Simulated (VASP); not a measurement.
CO: relaxation of cell and atoms with PBE

CO:

```
C O
1.0
     0.00000    1.98299    1.98299
     1.98299    0.00000    1.98299
     1.98299    1.98299    0.00000
C O
1 1
Direct
  0.00000 0.00000 0.00000
  0.50000 0.50000 0.50000
```

| Item | Value |
| --- | --- |
| Program | VASP 6.6.1 |
| Task | relaxation of cell and atoms |
| Functional | PBE |
| Potentials or basis | VASP PAW PBE potentials, release 64 (C, O) |
| Cutoff | 600 eV |
| k mesh | 12 × 12 × 12 |
| Occupations | gaussian, width 0.02 eV |
| Spin | no spin polarisation |
| Dipole correction | no |
| Further INCAR settings | ALGO = Normal; EDIFF = 1e-07; IBRION = 2; EDIFFG = -0.01; NSW = 100; ISIF = 3 |

The relaxed volume is 7.85 Å³/atom and the relaxed cell is a = 2.810 Å, b = 2.810 Å, c = 2.810 Å, α = 60.00°, β = 60.00°, γ = 60.00°. The space group after relaxing (to 0.1 Å) is Fm-3m (No. 225), the energy gained by relaxing is 0.1 meV/atom and the ionic steps are 2. The pressure after relaxing is -0.2 GPa and the band gap on the k mesh is 0.27 eV (least direct gap 0.31 eV).

The path:
```csv
step,energy change (eV),largest force (eV/Å),pressure (GPa),volume (Å³)
1,0.0000,0.0000,0.91,15.60
2,-0.0002,0.0000,-0.20,15.70
```

Final structure:
```yaml
crystal:
  lattice:
    - [0.00000, 1.98722, 1.98722]
    - [1.98722, 0.00000, 1.98722]
    - [1.98722, 1.98722, 0.00000]
  atoms:
    - { symbol: C, position: [0.00000, 0.00000, 0.00000] }
    - { symbol: O, position: [0.50000, 0.50000, 0.50000] }
```

Levels at points of the mesh, in eV from the valence-band top:
| k point | band 3 | band 4 | band 5 | band 6 | band 7 | band 8 |
| --- | --- | --- | --- | --- | --- | --- |
| (0.00, 0.00, 0.00) | -3.66 | -3.66 | -3.66 | 3.94 | 3.94 | 3.94 |
| (0.50, 0.00, 0.00) | -3.18 | -3.18 | -0.22 | 0.93 | 0.93 | 1.06 |
| (0.50, 0.50, 0.00) | -7.74 | -5.99 | -5.99 | 4.87 | 4.87 | 5.51 |

Wall time 15 s on 1 thread of Intel(R) Xeon(R) Platinum 8259CL CPU @ 2.50GHz (Skylake/Cascade Lake), with other jobs on the host, peak memory 0.13 GiB.

A k mesh can miss the band edges.
